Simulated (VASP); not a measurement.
# BiSe2 in VASP: a series of runs

BiSe2 is run at these levels: r2SCAN; tasks: single point.

All numbers are computed with VASP 6.6.1; they aren't measurements. Logs are shortened: lines on timing, memory, paths and dates and some standing lists are left out, and cuts for length are marked.

## (1) The cell of the first run

The cell holds a slab with vacuum, 6 atoms: a = 4.164 Å, b = 4.164 Å, c = 25.060 Å, α = 90.00°, β = 90.00°, γ = 120.00°.

## (2) Single point, r2SCAN

Input file POSCAR:

```
BiSe2
1.0
    4.1644399873      0.0000000000      0.0000000000
   -2.0822199936      3.6065108215      0.0000000000
    0.0000000000      0.0000000000     25.0596410940
Se Bi
4 2
Direct
    0.6666666667      0.3333333333      0.2992860102
    0.3333333333      0.6666666667      0.4385123057
    0.6666666667      0.3333333333      0.5614876943
    0.3333333333      0.6666666667      0.7007139898
    0.0000000000      0.0000000000      0.3768096440
    0.0000000000      0.0000000000      0.6231903560
```

Input file INCAR.step1:

```
  ALGO = Normal
  DIPOL = 0.5 0.5 0.500
  EDIFF = 1E-4
  ENCUT = 520
  GGA = PE
  IDIPOL = 3
  ISMEAR = 0
  LASPH = True
  LCHARG = False
  LDIPOL = True
  LREAL = False
  LWAVE = True
  NBANDS = 36
  NELM = 80
  PREC = Accurate
  SIGMA = 0.05
```

Input file INCAR.step2:

```
  ALGO = Normal
  DIPOL = 0.5 0.5 0.500
  EDIFF = 1E-6
  ENCUT = 520
  IDIPOL = 3
  ISIF = 2
  ISMEAR = 0
  ISTART = 1
  LASPH = True
  LCHARG = False
  LDIPOL = True
  LMIXTAU = True
  LREAL = False
  LWAVE = False
  METAGGA = R2SCAN
  NBANDS = 36
  NELM = 80
  PREC = Accurate
  SIGMA = 0.05
```

Input file KPOINTS:

```
k-points
0
Gamma
  9 9 1
```

Potentials or basis: VASP PAW PBE potentials, release 64 (Se, Bi_d).

Launch:

```sh
cat potpaw_PBE.64/Se/POTCAR potpaw_PBE.64/Bi_d/POTCAR > POTCAR
cp INCAR.step1 INCAR
mpirun -np 1 vasp_std > vasp.out
cp INCAR.step2 INCAR
mpirun -np 1 vasp_std > vasp.out
```

OUTCAR:

```text
EDIFF = 1E-6
   ENCUT = 520
   ISIF = 2
   ISMEAR = 0
   ISTART = 1
   LASPH = True
   LREAL = False
   METAGGA = R2SCAN
   NELM = 80
   PREC = Accurate

 ion  position               nearest neighbor table
   1  0.667  0.333  0.299-   5 3.09   5 3.09   5 3.09
   2  0.333  0.667  0.439-   5 2.86   5 2.86   5 2.86
   3  0.667  0.333  0.561-   6 2.86   6 2.86   6 2.86
   4  0.333  0.667  0.701-   6 3.09   6 3.09   6 3.09
   5  0.000  0.000  0.377-   2 2.86   2 2.86   2 2.86   1 3.09   1 3.09   1 3.09
   6  0.000  0.000  0.623-   3 2.86   3 2.86   3 2.86   4 3.09   4 3.09   4 3.09

  LATTYP: Found a hexagonal cell.
 ALAT       =     4.1644399873
 C/A-ratio  =     6.0175296487

  Lattice vectors:

 A1 = (   4.1644399873,   0.0000000000,   0.0000000000)
 A2 = (  -2.0822199936,   3.6065108215,   0.0000000000)
 A3 = (   0.0000000000,   0.0000000000,  25.0596410940)

Analysis of symmetry for initial positions (statically):
=====================================================================
 Subroutine PRICEL returns:
 Original cell was already a primitive cell.

 Routine SETGRP: Setting up the symmetry group for a
 hexagonal supercell.

 Subroutine GETGRP returns: Found 12 space group operations
 (whereof 12 operations were pure point group operations)
 out of a pool of 24 trial point group operations.

The static configuration has the point symmetry D_3d.

Analysis of symmetry for dynamics (positions and initial velocities):
=====================================================================
 Subroutine PRICEL returns:
 Original cell was already a primitive cell.

 Routine SETGRP: Setting up the symmetry group for a
 hexagonal supercell.

 Subroutine GETGRP returns: Found 12 space group operations
 (whereof 12 operations were pure point group operations)
 out of a pool of 24 trial point group operations.

The dynamic configuration has the point symmetry D_3d.

 Subroutine INISYM returns: Found 12 space group operations
 (whereof 12 operations are pure point group operations),
 and found     1 'primitive' translations

----------------------------------------------------------------------------------------

                                     Primitive cell

  volume of cell :     376.3732

  direct lattice vectors                    reciprocal lattice vectors
     4.164439987  0.000000000  0.000000000     0.240128325  0.138638153  0.000000000
    -2.082219994  3.606510822  0.000000000     0.000000000  0.277276307  0.000000000
     0.000000000  0.000000000 25.059641094     0.000000000  0.000000000  0.039904801

  length of vectors
     4.164439987  4.164439987 25.059641094     0.277276307  0.277276307  0.039904801

  position of ions in fractional coordinates (direct lattice)
     0.666666667  0.333333333  0.299286010
     0.333333333  0.666666667  0.438512306
     0.666666667  0.333333333  0.561487694
     0.333333333  0.666666667  0.700713990
     0.000000000  0.000000000  0.376809644
     0.000000000  0.000000000  0.623190356

  ion indices of the primitive-cell ions
   primitive index   ion index
                 1           1
                 2           2
                 3           3
                 4           4
                 5           5
                 6           6

----------------------------------------------------------------------------------------

 KPOINTS: k-points

Automatic generation of k-mesh.
 Grid dimensions read from file:
 generate k-points for:    9    9    1

 Generating k-lattice:

  Cartesian coordinates                     Fractional coordinates (reciprocal lattice)
     0.026680925  0.015404239  0.000000000     0.111111111  0.000000000  0.000000000
     0.000000000  0.030808479  0.000000000     0.000000000  0.111111111  0.000000000
     0.000000000  0.000000000  0.039904801     0.000000000  0.000000000  1.000000000

  Length of vectors
     0.030808479  0.030808479  0.039904801

  Shift w.r.t. Gamma in fractional coordinates (k-lattice)
     0.000000000  0.000000000  0.000000000

 Subroutine IBZKPT returns following result:
 ===========================================

 Found     12 irreducible k-points:

 Following reciprocal coordinates:
            Coordinates               Weight
  0.000000  0.000000  0.000000      1.000000
  0.111111 -0.000000  0.000000      6.000000
  0.222222 -0.000000  0.000000      6.000000
  0.333333 -0.000000  0.000000      6.000000
  0.444444 -0.000000  0.000000      6.000000
  0.111111  0.111111  0.000000      6.000000
  0.222222  0.111111  0.000000     12.000000
  0.333333  0.111111  0.000000     12.000000
  0.444444  0.111111  0.000000      6.000000
  0.222222  0.222222  0.000000      6.000000
  0.333333  0.222222  0.000000     12.000000
  0.333333  0.333333  0.000000      2.000000
   k-points           NKPTS =     12   k-points in BZ     NKDIM =     12   number of bands    NBANDS=     36
   number of dos      NEDOS =    301   number of ions     NIONS =      6
   total plane-waves  NPLWV = 196608
   dimension x,y,z NGX =    32 NGY =   32 NGZ =  192
   dimension x,y,z NGXF=    64 NGYF=   64 NGZF=  384
   ions per type =               4   2
   NGX,Y,Z   is equivalent  to a cutoff of  12.77, 12.77, 12.74 a.u.
   NGXF,Y,Z  is equivalent  to a cutoff of  25.55, 25.55, 25.47 a.u.
 SYSTEM =  unknown system
   PREC   = accura    normal or accurate (medium, high low for compatibility)
   ISTART =      1    job   : 0-new  1-cont  2-samecut
   ICHARG =      0    charge: 1-file 2-atom 10-const
   ISPIN  =      1    spin polarized calculation?
   LNONCOLLINEAR =      F non collinear calculations
   LSORBIT =      F    spin-orbit coupling
   LASPH  =      T    aspherical Exc in radial PAW
   ENCUT  =  520.0 eV  38.22 Ry    6.18 a.u.   7.74  7.74 46.59*2*pi/ulx,y,z
   NELM   =     80;   NELMIN=  2; NELMDL=  0     # of ELM steps
   EDIFF  = 0.1E-05   stopping-criterion for ELM
   LREAL  =      F    real-space projection
   EDIFFG = 0.1E-04   stopping-criterion for IOM
   NSW    =      0    number of steps for IOM
   IBRION =     -1    ionic relax: 0-MD 1-quasi-New 2-CG
   NFREE  =      0    steps in history (QN), initial steepest desc. (CG)
   ISIF   =      2    stress and relaxation
   ISYM   =      2    0-nonsym 1-usesym 2-fastsym
   POTIM  = 0.5000    time-step for ionic-motion
   TEBEG  =    0.0;   TEEND  =   0.0 temperature during run
   PSTRESS=    0.0 pullay stress
   NELECT =      54.0000    total number of electrons
   NUPDOWN=      -1.0000    fix difference up-down
   EMIN   =  10.00;   EMAX   =-10.00  energy-range for DOS
   EFERMI =   0.00;   METHOD = LEGACY
   ISMEAR =     0;   SIGMA  =   0.05  broadening in eV -4-tet -1-fermi 0-gaus
   EFERMI_NEDOS =   21; number of points for ismear=-14 and -15
   IALGO  =     38    algorithm
   IMIX   =      4    mixing-type and parameters
     AMIX     =   0.40;   BMIX     =  1.00
     AMIX_MAG =   1.60;   BMIX_MAG =  1.00
  volume/ion in A,a.u.               =      62.73       423.32
  Fermi-wavevector in a.u.,A,eV,Ry     =   0.857038  1.619566  9.993661  0.734513
  Thomas-Fermi vector in A             =   1.974030
   LORBIT       =      0    0 simple, 1 ext, 2 COOP (PROOUT), +10 PAW based schemes
   METAGGA = R2SCAN    functional components
   LHFCALC =     F    Hartree Fock is set to
   AEXX    =    0.0000 exact exchange contribution
   IVDW    =     0    specifies the selected vdW correction
   LEPSILON=     F    determine dielectric tensor
   LRPA    =     F    only Hartree local field effects (RPA)
 non-spin polarized calculation
 Gauss-broadening in eV      SIGMA  =   0.05
  energy-cutoff  :      520.00
  volume of cell :      376.37
 maximum number of plane-waves:     10169
 NGX is ok and might be reduce to    32
   NGX = 15   NGY = 15   NGZ = 93

 dipolmoment           0.000000      0.000000      0.000000 electrons x Angstroem

 number of electron      54.0000014 magnetization

 dipolmoment           0.000000      0.000000     -0.000000 electrons x Angstroem

 Free energy of the ion-electron system (eV)
  ---------------------------------------------------
  ext. energy  EPLUGINS =         0.00000000
  ---------------------------------------------------
  free energy    TOTEN  =      -174.28484388 eV

  energy without entropy =     -174.26886413  energy(sigma->0) =     -174.27685400

 E-fermi :  -2.0038     XC(G=0):  -5.0273

 val. band max:       -2.0163600698   @ k =   0.3333   0.1111   0.0000
 cond. band min:      -1.9993827152   @ k =   0.2222   0.1111   0.0000
 fundamental gap:      0.0169773546
 Fermi energy:        -2.0038124351

 k-point     1 :       0.0000    0.0000    0.0000
  band No.  band energies     occupation
      1     -25.3554      2.00000
      2     -25.3554      2.00000
      3     -25.3554      2.00000
      4     -25.3554      2.00000
      5     -25.3408      2.00000
      6     -25.3407      2.00000
[... 28 lines left out ...]
     35       4.4648      0.00000
     36       4.6651      0.00000

 k-point     2 :       0.1111   -0.0000    0.0000
  band No.  band energies     occupation
      1     -25.3571      2.00000
      2     -25.3571      2.00000
      3     -25.3526      2.00000
      4     -25.3526      2.00000
      5     -25.3390      2.00000
      6     -25.3390      2.00000
[... 28 lines left out ...]
     35       4.6401      0.00000
     36       4.8327      0.00000

 k-point     3 :       0.2222   -0.0000    0.0000
  band No.  band energies     occupation
      1     -25.3623      2.00000
      2     -25.3623      2.00000
      3     -25.3460      2.00000
      4     -25.3460      2.00000
      5     -25.3377      2.00000
      6     -25.3376      2.00000
[... 28 lines left out ...]
     35       4.6982      0.00000
     36       4.8943      0.00000
[... 274 lines left out ...]
 k-point    11 :       0.3333    0.2222    0.0000
  band No.  band energies     occupation
      1     -25.3661      2.00000
      2     -25.3661      2.00000
      3     -25.3465      2.00000
      4     -25.3465      2.00000
      5     -25.3383      2.00000
      6     -25.3383      2.00000
[... 28 lines left out ...]
     35       4.6956      0.00000
     36       5.4611      0.00000

 k-point    12 :       0.3333    0.3333    0.0000
  band No.  band energies     occupation
      1     -25.3627      2.00000
      2     -25.3627      2.00000
      3     -25.3499      2.00000
      4     -25.3499      2.00000
      5     -25.3336      2.00000
      6     -25.3336      2.00000
[... 28 lines left out ...]
     35       5.0928      0.00000
     36       6.0728      0.00000

------------------------ aborting loop because EDIFF is reached ----------------------------------------

 vacuum level on the upper side and lower side of the slab       (xc-potential included)        -0.014        -0.014

  FORCE on cell =-STRESS in cart. coord.  units (eV):
  Direction    XX          YY          ZZ          XY          YZ          ZX
  --------------------------------------------------------------------------------------
  -------------------------------------------------------------------------------------
  Total       -4.5896259     -4.5896259     -4.1000890     -0.0000000     -0.0000000      0.0000000
  in kB      -19.5375082    -19.5375082    -17.4536061     -0.0000000     -0.0000000      0.0000000
  external PRESSURE =     -18.8428741 kB  Pullay stress =       0.0000000 kB

 VOLUME and BASIS-vectors are now :
 -----------------------------------------------------------------------------
  energy-cutoff  :      520.00
  volume of cell :      376.37
      direct lattice vectors                 reciprocal lattice vectors
     4.164439987  0.000000000  0.000000000     0.240128325  0.138638153  0.000000000
    -2.082219994  3.606510822  0.000000000     0.000000000  0.277276307  0.000000000
     0.000000000  0.000000000 25.059641094     0.000000000  0.000000000  0.039904801

 POSITION                                       TOTAL-FORCE (eV/Angst)
 -----------------------------------------------------------------------------------
      2.08222      1.20217      7.50000         0.000000     -0.000000      1.366845
     -0.00000      2.40434     10.98896         0.000000      0.000000      0.604538
      2.08222      1.20217     14.07068         0.000000     -0.000000     -0.604538
     -0.00000      2.40434     17.55964        -0.000000      0.000000     -1.366845
      0.00000      0.00000      9.44271        -0.000000      0.000000     -1.871332
      0.00000      0.00000     15.61693        -0.000000      0.000000      1.871332
 -----------------------------------------------------------------------------------
    total drift:                               -0.000000     -0.000000      0.000000

  FREE ENERGIE OF THE ION-ELECTRON SYSTEM (eV)
  ---------------------------------------------------
  free  energy   TOTEN  =      -174.2848438796 eV

  energy  without entropy=     -174.2688641273  energy(sigma->0) =     -174.27685400

 vacuum level on the upper side and lower side of the slab         4.626         4.626
```

Run time: 19 min. Hardware: 1 thread of Intel Xeon Platinum 8259CL at 2.50GHz (Skylake/Cascade Lake), shared host; peak memory 0.58 GiB.

Results:

```
Free energy            : -174.2848 eV
Largest force          : 1.871 eV/Å
Band gap on the k mesh : zero (bands 27 and 28 overlap by 0.52 eV)
```

Forces in eV/Å, atoms in the order of the input:
```
Se   0.000  0.000  1.367
Se   0.000  0.000  0.605
Se   0.000  0.000 -0.605
Se   0.000  0.000 -1.367
Bi   0.000  0.000 -1.871
Bi   0.000  0.000  1.871
```

Caveat: the PAW data sets were made with another functional, which shifts forces and pressure a little; spin-orbit coupling is left out, which moves the levels of the heavy elements.

## (3) Single point, r2SCAN

Input file POSCAR:

```
BiSe2
1.0
    4.1644399873      0.0000000000      0.0000000000
   -2.0822199936      3.6065108215      0.0000000000
    0.0000000000      0.0000000000     25.0596410940
Se Bi
4 2
Direct
    0.6666666667      0.3333333333      0.3222254973
    0.3333333333      0.6666666667      0.4549064016
    0.6666666667      0.3333333333      0.5450935927
    0.3333333333      0.6666666667      0.6777745061
    0.0000000000      0.0000000000      0.3876557243
    0.0000000000      0.0000000000      0.6123442781
```

Input file INCAR.step1:

```
SYSTEM = BiSe2
ALGO = Normal ; DIPOL = 0.5 0.5 0.500
EDIFF = 1E-4 ; ENCUT = 520
GGA = PE ; IDIPOL = 3
ISMEAR = 0 ; LASPH = .TRUE.
LCHARG = .FALSE. ; LDIPOL = .TRUE.
LREAL = .FALSE. ; LWAVE = .TRUE.
NBANDS = 36 ; NELM = 60
PREC = Accurate ; SIGMA = 0.05
```

Input file INCAR.step2:

```
SYSTEM = BiSe2
ALGO = Normal ; DIPOL = 0.5 0.5 0.500
EDIFF = 1E-6 ; ENCUT = 520
IDIPOL = 3 ; ISIF = 2
ISMEAR = 0 ; ISTART = 1
LASPH = .TRUE. ; LCHARG = .FALSE.
LDIPOL = .TRUE. ; LMIXTAU = .TRUE.
LREAL = .FALSE. ; LWAVE = .FALSE.
METAGGA = R2SCAN ; NBANDS = 36
NELM = 60 ; PREC = Accurate
SIGMA = 0.05
```

Input file KPOINTS:

```
k-points
0
G
  9 9 1
  0 0 0
```

Potentials or basis: VASP PAW PBE potentials, release 64 (Se, Bi_d).

Launch:

```sh
cat potpaw_PBE.64/Se/POTCAR potpaw_PBE.64/Bi_d/POTCAR > POTCAR
cp INCAR.step1 INCAR
mpirun -np 1 vasp_std > vasp.out
cp INCAR.step2 INCAR
mpirun -np 1 vasp_std > vasp.out
```

Wall time 18 min (1 thread of Intel Xeon Platinum 8259CL at 2.50GHz (Skylake/Cascade Lake), shared host); peak memory 0.59 GiB.

It converged, with:

| Property | Result |
| --- | --- |
| Free energy | -174.9008 eV |
| Largest force | 0.013 eV/Å |
| Band gap on the k mesh | zero (bands 27 and 28 overlap by 0.19 eV) |

Forces on the atoms (eV/Å):
```
Se   0.000  0.000 -0.013
Se   0.000  0.000  0.013
Se   0.000  0.000 -0.013
Se   0.000  0.000  0.013
Bi   0.000  0.000  0.006
Bi   0.000  0.000 -0.006
```

Levels at points of the mesh, in eV from the Fermi level:
| k point | band 25 | band 26 | band 27 | band 28 | band 29 | band 30 |
| --- | --- | --- | --- | --- | --- | --- |
| (0.00, 0.00, 0.00) | -0.72 | -0.57 | -0.57 | 0.19 | 1.59 | 2.12 |

Caveat: the PAW data sets were made with another functional, which shifts forces and pressure a little; spin-orbit coupling is left out, which moves the levels of the heavy elements.
